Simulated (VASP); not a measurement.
Here is a VASP 6.6.1 calculation.

Contents of INCAR:

```
SYSTEM = B13N12
ALGO = Normal
EDIFF = 1E-6
ENCUT = 520
GGA = PE
ISIF = 2
ISMEAR = 0
IVDW = 12
LASPH = .True.
LCHARG = .False.
LREAL = Auto
LWAVE = .False.
NBANDS = 68
NELECT = 96.0
NELM = 80
PREC = Accurate
SIGMA = 0.01
```

Contents of KPOINTS:

```
Automatic mesh
0
Gamma
  2 2 2
  0.5 0.5 0.5
```

File POSCAR:

```
B13N12
1.0
   -3.7615274009      3.3394822066      4.3376638254
    3.7615274009      3.3394822066     -4.3376638254
   -3.7615274009     -3.3394822066     -4.3376638254
B N
13 12
Direct
    0.4857199342      0.2287074225      0.7365094084
    0.3713816749      1.0389745414      0.3337533167
    0.6987565320      1.0389574937      0.6611254812
    0.5084080395      0.7619088872      0.2470539604
    0.8140799945      0.2352893778      0.0784721663
    0.3034200283      0.4825889109      0.8252995517
    0.8386791113      0.7507834033      0.5724964789
    0.1503729259      0.2353002780      0.4147498372
    0.6508213860      0.4825941376      0.1727161241
    0.9629401559      0.9750106488      1.0056137241
    0.9976996275      0.4968583662      0.4927014724
    0.1718190125      0.7507791827      0.9056425568
    0.2000772586      0.1099641526      0.9034354150
    0.5350218480      0.9538977197      0.4124153108
    0.3274898407      0.6636439480     -0.0030500130
    0.6602381584      0.6636490910      0.3296974339
    0.4202471735      0.3383254563      0.9116155754
    0.8889558152      0.9647508593      0.7581726644
    0.3376017642      0.1725993664      0.4939224972
    0.8236523620      0.4100070168      0.2443910038
    0.2001345705      0.9647615654      0.0693416972
    0.6722129118      0.1725930768      0.8285389712
    1.0020632800      0.6687867266      0.6602656314
    0.9560040715      0.1279640396      0.1655016296
    0.1591645166      0.4100144906      0.5798921249
```

Potentials or basis: VASP PAW PBE potentials, release 64 (B, N).

Command:

```sh
$ cat potpaw_PBE.64/B/POTCAR potpaw_PBE.64/N/POTCAR > POTCAR
$ mpirun -np 1 vasp_std > vasp.out
```

Problem. Estimate the largest force.

Solution. 0.041 eV/Å.

Problem. Estimate the dispersion energy per atom.

Solution. -0.147 eV.

Forces on the atoms (eV/Å):
```
B   -0.004  0.004 -0.002
B    0.014  0.001  0.000
B   -0.015  0.001 -0.004
B    0.003  0.000  0.011
B   -0.008 -0.008  0.015
B   -0.007  0.008  0.005
B    0.018 -0.005  0.003
B    0.011 -0.008  0.015
B    0.006  0.008  0.008
B   -0.001 -0.022 -0.034
B    0.002  0.001  0.028
B   -0.022 -0.004  0.002
B    0.002  0.020 -0.002
N    0.000 -0.002  0.005
N    0.002  0.001 -0.012
N   -0.003  0.001 -0.012
N    0.000  0.004 -0.004
N    0.028 -0.003  0.011
N    0.003  0.001 -0.001
N    0.001 -0.002 -0.017
N   -0.027 -0.004  0.010
N    0.000  0.001 -0.002
N    0.001 -0.004 -0.012
N   -0.001  0.011  0.005
N    0.000 -0.002 -0.015
```

Caveat: the k points lie up to 0.63 Å⁻¹ apart; the cell carries a net charge on a neutralising background, which shifts energy and pressure.
